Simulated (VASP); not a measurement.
Set up this calculation in VASP 6.6.1, as the native input.

| Quantity | Value |
| --- | --- |
| Task | single point |
| Functional | PBEsol |
| Potentials or basis | VASP PAW PBE potentials, release 64 (F) |
| Cutoff | 520 eV |
| k mesh | 4 × 4 × 2 |
| Occupations | gaussian, width 0.05 eV |
| Spin | no spin polarisation |
| Dipole correction | no |
| Further INCAR settings | ALGO = Normal; EDIFF = 1e-07; NBANDS = 22 |

The structure of F lies in POSCAR:

```
F
1.0
    3.2615308136     -1.7581256237     -0.2515573931
    3.2615308136      1.7581256237     -0.2515573931
   -2.4872587425      0.0000000000      7.0552428343
F
4
Direct
    0.0848459664      0.0848459664      0.0940038325
    0.9151540336      0.9151540336      0.9059961675
    0.5015719855      0.5015719855      0.5937195244
    0.4984280145      0.4984280145      0.4062804756
```

One way to write it, as run:

INCAR

```
SYSTEM = F
PREC     = Accurate       ! precision mode
ENCUT    = 520            ! plane-wave cutoff, eV
EDIFF    = 1E-7           ! SCF threshold, eV
ISMEAR   = 0              ! smearing method
SIGMA    = 0.05           ! smearing width, eV
LREAL    = .FALSE.        ! projectors in reciprocal space
LASPH    = .TRUE.         ! aspherical terms in the spheres
NELM     = 100            ! most SCF steps
ALGO     = Normal         ! electronic algorithm
ISIF     = 2              ! what is computed and relaxed
LWAVE    = .FALSE.        ! write WAVECAR
LCHARG   = .FALSE.        ! write CHGCAR
GGA      = PS             ! functional
NBANDS   = 22             ! bands
```

KPOINTS

```
Automatic mesh
0
G
  4 4 2
  0 0 0
```

Potentials or basis: VASP PAW PBE potentials, release 64 (F).

The run is started by

```bash
$ cat potpaw_PBE.64/F/POTCAR > POTCAR
$ mpirun -np 1 vasp_std > vasp.out
```

Results of the run:

The pressure is 0.8 GPa. The largest force is 0.663 eV/Å and the band gap on the k mesh is 3.12 eV, indirect (least direct gap 3.21 eV).

Caveat: the k points lie up to 0.52 Å⁻¹ apart; the PAW data sets were made with another functional, which shifts forces and pressure a little.

Wall time 13 s on 1 thread of AMD EPYC 9R45 96-Core Processor (Zen 5), with other jobs on the host, peak memory 0.15 GiB.
